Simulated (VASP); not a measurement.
Wanted: the native input for a VASP 6.6.1 run.

```yaml
Task: relaxation of shape and atoms at fixed volume
Functional: PBEsol
Potentials_or_basis: VASP PAW PBE potentials, release 64 (Hf_pv, S)
Cutoff: 600 eV
k_mesh: 12 × 12 × 4
Occupations: gaussian, width 0.1 eV
Spin: no spin polarisation
Dipole_correction: no
Further_INCAR_settings: ALGO = Normal; EDIFF = 1e-06; IBRION = 2; EDIFFG = -0.01; NSW = 50; ISIF = 4
```

The structure of Hf2S lies in POSCAR:

```
Hf2S
1.0
    3.4180411755      0.0000000000      0.0000000000
   -1.7090205878      2.9601104891      0.0000000000
    0.0000000000      0.0000000000     11.8521540705
Hf S
4 2
Direct
    0.6666666667      0.3333333333      0.8984716305
    0.3333333333      0.6666666667      0.3984716305
    0.6666666667      0.3333333333      0.6015283695
    0.3333333333      0.6666666667      0.1015283695
    0.0000000000      0.0000000000      0.7500000000
    0.0000000000      0.0000000000      0.2500000000
```

One way to write it, as run:

INCAR

```
SYSTEM = Hf2S
  PREC = Accurate
  ENCUT = 600
  EDIFF = 1E-6
  ISMEAR = 0
  SIGMA = 0.1
  LREAL = .FALSE.
  LASPH = .TRUE.
  NELM = 60
  ALGO = Normal
  ISIF = 4
  LWAVE = .FALSE.
  LCHARG = .FALSE.
  GGA = PS
  IBRION = 2
  NSW = 50
  EDIFFG = -0.01
```

KPOINTS

```
regular mesh
0
G
  12 12 4
  0 0 0
```

Potentials or basis: VASP PAW PBE potentials, release 64 (Hf_pv, S).

Command:

```sh
$ cat potpaw_PBE.64/Hf_pv/POTCAR potpaw_PBE.64/S/POTCAR > POTCAR
$ mpirun -np 1 vasp_std > vasp.out
```

Results of the run:

```json
{"Energy gained by relaxing": "0.1 meV/atom", "Ionic steps": "7", "Pressure after relaxing": "-7.8 GPa", "Largest force after relaxing": "0.007 eV/Å", "Band gap on the k mesh": "zero (bands 26 and 27 overlap by 0.98 eV)"}
```

Caveat: the PAW data sets were made with another functional, which shifts forces and pressure a little; spin-orbit coupling is left out, which moves the levels of the heavy elements.

It took 8.3 min on 1 thread of Intel(R) Xeon(R) Platinum 8488C (Sapphire Rapids), on a shared host, peak memory 0.4 GiB.
